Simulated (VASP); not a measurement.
Input of a VASP 6.6.1 run:

File INCAR:

```
ALGO = Normal ; EDIFF = 1E-6
ENCUT = 600 ; GGA = PE
GGA_COMPAT = F ; ISIF = 2
ISMEAR = -1 ; LASPH = T
LCHARG = F ; LREAL = F
LWAVE = F ; NBANDS = 20
NELM = 120 ; PREC = Accurate
SIGMA = 0.1
```

File KPOINTS:

```
k-points
0
Gamma
  5 5 5
```

File POSCAR:

```
GaC3
1.0
    3.3189480000      0.0000000000      0.0000000000
    0.0000000000      3.3189480000      0.0000000000
    0.0000000000      0.0000000000      3.3189480000
Ga C
1 3
Direct
    0.0000000000      0.0000000000      0.0000000000
    0.0000000000      0.5000000000      0.5000000000
    0.5000000000      0.0000000000      0.5000000000
    0.5000000000      0.5000000000      0.0000000000
```

Potentials or basis: VASP PAW PBE potentials, release 64 (Ga_d, C).

Run with:

```console
$ cat potpaw_PBE.64/Ga_d/POTCAR potpaw_PBE.64/C/POTCAR > POTCAR
$ mpirun -np 1 vasp_std > vasp.out
```

(1) Predict the band gap on the k mesh.

(2) Estimate the pressure.

Results:

(1) zero (an odd number of electrons rules out a gap without spin polarisation).

(2) 2.5 GPa.

Caveat: the k points lie up to 0.38 Å⁻¹ apart, too coarse for converged energies and pressures of a metal.
